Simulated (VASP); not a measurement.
Wanted: the native input for a VASP 6.6.1 run.

| Quantity | Value |
| --- | --- |
| Task | single point |
| Functional | PBE |
| Potentials or basis | VASP PAW PBE potentials, release 64 (Al, Ru_pv) |
| Cutoff | 520 eV |
| k mesh | 11 × 11 × 11 |
| Occupations | fermi-dirac, width 0.1 eV |
| Spin | no spin polarisation |
| Dipole correction | no |
| Further INCAR settings | ALGO = Normal; EDIFF = 1e-07; NBANDS = 16 |

The structure of AlRu lies in POSCAR:

```
AlRu
1.0
    2.9954357855      0.0000000000      0.0000000000
    0.0000000000      2.9954357855      0.0000000000
    0.0000000000      0.0000000000      2.9954357855
Al Ru
1 1
Direct
    0.0000000000      0.0000000000      0.0000000000
    0.5000000000      0.5000000000      0.5000000000
```

One way to write it, as run:

INCAR

```
PREC = Accurate
ENCUT = 520
EDIFF = 1E-7
ISMEAR = -1
SIGMA = 0.1
LREAL = F
LASPH = T
NELM = 80
ALGO = Normal
ISIF = 2
LWAVE = F
LCHARG = F
GGA = PE
NBANDS = 16
```

KPOINTS

```
Automatic mesh
0
Gamma
  11 11 11
```

Potentials or basis: VASP PAW PBE potentials, release 64 (Al, Ru_pv).

Launch:

```bash
$ cat potpaw_PBE.64/Al/POTCAR potpaw_PBE.64/Ru_pv/POTCAR > POTCAR
$ mpirun -np 1 vasp_std > vasp.out
```

Results of the run:

| Quantity | Value |
| --- | --- |
| Pressure | 2.0 GPa |

Run time: 15 s on 1 thread of Intel Xeon 6975P-C, on a shared host, peak memory 0.15 GiB.
